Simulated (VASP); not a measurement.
**AgCl: single point with r2SCAN**

The system is AgCl.

```xyz
4
Lattice="4.5184 -0.0108 0.0000 -2.2686 3.9185 0.0000 0.0000 0.0000 5.7230" Properties=species:S:1:pos:R:3 pbc="T T T"
Ag   -0.0051    2.6087    1.4308
Ag    2.2549    1.2990    4.2923
Cl    2.2502    1.2989    1.4308
Cl   -0.0004    2.6087    4.2923
```

This cell differs from its parent crystal: shear xy strain -0.5%.

* Program: VASP 6.6.1
* Task: single point
* Functional: r2SCAN
* Potentials or basis: VASP PAW PBE potentials, release 64 (Ag, Cl)
* Cutoff: 520 eV
* k mesh: 6 × 6 × 4
* Occupations: gaussian, width 0.01 eV
* Spin: no spin polarisation

```
Pressure               : -0.1 GPa
Band gap on the k mesh : 1.77 eV
```

Levels at points of the mesh, in eV from the valence-band top:
```tsv
k point	band 16	band 17	band 18	band 19	band 20	band 21
(0.00, 0.00, 0.00)	-0.29	-0.02	0.00	1.77	3.55	7.94
(0.50, 0.00, 0.00)	-1.39	-1.39	-1.02	4.54	4.84	6.42
(0.00, 0.50, 0.00)	-1.39	-1.38	-1.02	4.54	4.87	6.41
(0.50, 0.50, 0.00)	-1.39	-1.38	-1.01	4.55	4.89	6.39
(0.00, 0.00, 0.50)	-0.12	-0.10	-0.10	3.84	3.84	7.85
(0.50, 0.00, 0.50)	-1.12	-0.13	-0.13	5.24	5.24	6.77
(0.00, 0.50, 0.50)	-1.12	-0.13	-0.13	5.25	5.25	6.77
(0.50, 0.50, 0.50)	-1.12	-0.12	-0.12	5.25	5.25	6.77
```

It took 6 min on 1 thread of Intel(R) Xeon(R) 6975P-C (Granite Rapids), on a shared host, peak memory 0.33 GiB.

Caveat: the cell differs from its parent crystal (shear xy strain -0.5%); the PAW data sets were made with another functional, which shifts forces and pressure a little.
